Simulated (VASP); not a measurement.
Wanted: the native input for a VASP 6.6.1 run.

- Task: electric field gradients
- Functional: LDA
- Potentials or basis: VASP PAW LDA potentials, release 64 (Re)
- Cutoff: 520 eV
- k mesh: 14 × 14 × 8
- Occupations: fermi-dirac, width 0.05 eV
- Spin: no spin polarisation
- Dipole correction: no
- Further INCAR settings: ALGO = Normal; EDIFF = 1e-08; NBANDS = 14

The structure of Re lies in POSCAR:

```
Re
1.0
    2.6029010724      0.0000000000      0.0000000000
   -1.3014505362      2.2541784522      0.0000000000
    0.0000000000      0.0000000000      4.2036200000
Re
2
Direct
    0.3333333333      0.6666666667      0.2500000000
    0.6666666667      0.3333333333      0.7500000000
```

This cell differs from its parent crystal: zz strain of +1 %.

These files were run (other wordings do the same):

INCAR

```
SYSTEM = Re
ALGO = Normal
EDIFF = 1E-8
ENCUT = 520
ISIF = 2
ISMEAR = -1
LASPH = .True.
LCHARG = .False.
LEFG = .True.
LREAL = .False.
LWAVE = .False.
NBANDS = 14
NELM = 100
PREC = Accurate
SIGMA = 0.05
```

KPOINTS

```
k-points
0
Gamma
  14 14 8
  0 0 0
```

Potentials or basis: VASP PAW LDA potentials, release 64 (Re).

The run is started by

```bash
$ cat potpaw_LDA.64/Re/POTCAR > POTCAR
$ mpirun -np 1 vasp_std > vasp.out
```

It gave:

* Pressure: 89.0 GPa
* Band gap on the k mesh: zero (band 7 reaches 12.16 eV, above the bottom of band 8 at 7.93 eV)

Caveat: the cell differs from its parent crystal (zz strain of +1 %); without QUAD_EFG the Cq values of the log hold for a quadrupole moment of 1 mb, not for the nuclei; spin-orbit coupling is left out, which moves the levels of the heavy elements.

Wall time 66 s on 1 thread of AMD EPYC 7R43 64-Core Processor (Zen 3), with other jobs on the host, peak memory 0.12 GiB.
